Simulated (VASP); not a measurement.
A run of VASP 6.6.1 is set up as follows.

INCAR

```
ALGO = Normal ; EDIFF = 1E-7
ENCUT = 520 ; GGA = PE
ISIF = 2 ; ISMEAR = 0
LASPH = T ; LCHARG = T
LELF = T ; LREAL = F
LVHAR = T ; LWAVE = F
NBANDS = 28 ; NELM = 80
PREC = Accurate ; SIGMA = 0.1
```

KPOINTS

```
k-points
0
Gamma
  4 4 4
```

File POSCAR:

```
Mg3Al3Pd2
1.0
    5.1886543900      0.0000000000      0.0000000000
    0.0000000000      5.1886543900      0.0000000000
    0.0000000000      0.0000000000      5.1886543900
Mg Al Pd
3 3 2
Direct
    0.5000000000      0.0000000000      0.0000000000
    0.0000000000      0.5000000000      0.0000000000
    0.0000000000      0.0000000000      0.5000000000
    0.0000000000      0.5000000000      0.5000000000
    0.5000000000      0.0000000000      0.5000000000
    0.5000000000      0.5000000000      0.0000000000
    0.0000000000      0.0000000000      0.0000000000
    0.5000000000      0.5000000000      0.5000000000
```

Potentials or basis: VASP PAW PBE potentials, release 64 (Mg, Al, Pd).

Run with:

```console
$ cat potpaw_PBE.64/Mg/POTCAR potpaw_PBE.64/Al/POTCAR potpaw_PBE.64/Pd/POTCAR > POTCAR
$ mpirun -np 1 vasp_std > vasp.out
```

What does it give for the pressure?

11.8 GPa.

Estimate the band gap on the k mesh.

zero (an odd number of electrons rules out a gap without spin polarisation).

Caveat: the cell stands under pressure.
